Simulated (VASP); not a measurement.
Set up this calculation in VASP 6.6.1, as the native input.

```
Task                   : single point
Functional             : PBE
Potentials or basis    : VASP PAW PBE potentials, release 64 (Lu, Si, F)
Cutoff                 : 600 eV
k mesh                 : 6 × 6 × 6
Occupations            : gaussian, width 0.1 eV
Spin                   : no spin polarisation
Dipole correction      : no
Further INCAR settings : ALGO = Normal; EDIFF = 1e-06; NBANDS = 42
```

The structure of Lu2SiF2 lies in POSCAR:

```
Lu2SiF2
1.0
   -2.2744034223      2.2744034223      4.1524464782
    2.2744034223     -2.2744034223      4.1524464782
    2.2744034223      2.2744034223     -4.1524464782
Lu Si F
2 1 2
Direct
    0.2500000000      0.7500000000      0.5000000000
    0.7500000000      0.2500000000      0.5000000000
    0.0000000000      0.0000000000      0.0000000000
    0.6557656285      0.6557656285      0.0000000000
    0.3442343715      0.3442343715      0.0000000000
```

The cell was built from a structure type or drawn by symmetry, and may not be a known phase.

The input as run:

INCAR

```
  PREC = Accurate
  ENCUT = 600
  EDIFF = 1E-6
  ISMEAR = 0
  SIGMA = 0.1
  LREAL = F
  LASPH = T
  NELM = 120
  ALGO = Normal
  ISIF = 2
  LWAVE = F
  LCHARG = T
  GGA = PE
  LELF = T
  LVHAR = T
  NBANDS = 42
  GGA_COMPAT = F
```

KPOINTS

```
regular mesh
0
Gamma
  6 6 6
```

Potentials or basis: VASP PAW PBE potentials, release 64 (Lu, Si, F).

Run with:

```console
$ cat potpaw_PBE.64/Lu/POTCAR potpaw_PBE.64/Si/POTCAR potpaw_PBE.64/F/POTCAR > POTCAR
$ mpirun -np 1 vasp_std > vasp.out
```

Results of the run:

```yaml
Pressure: 0.4 GPa
Largest_force: 0.017 eV/Å
Band_gap_on_the_k_mesh: zero (bands 34 and 35 overlap by 0.86 eV)
```

Caveat: spin-orbit coupling is left out, which moves the levels of the heavy elements.

Run time: 6.2 min on 1 thread of Intel Xeon 8259CL (shared host), peak memory 0.34 GiB.
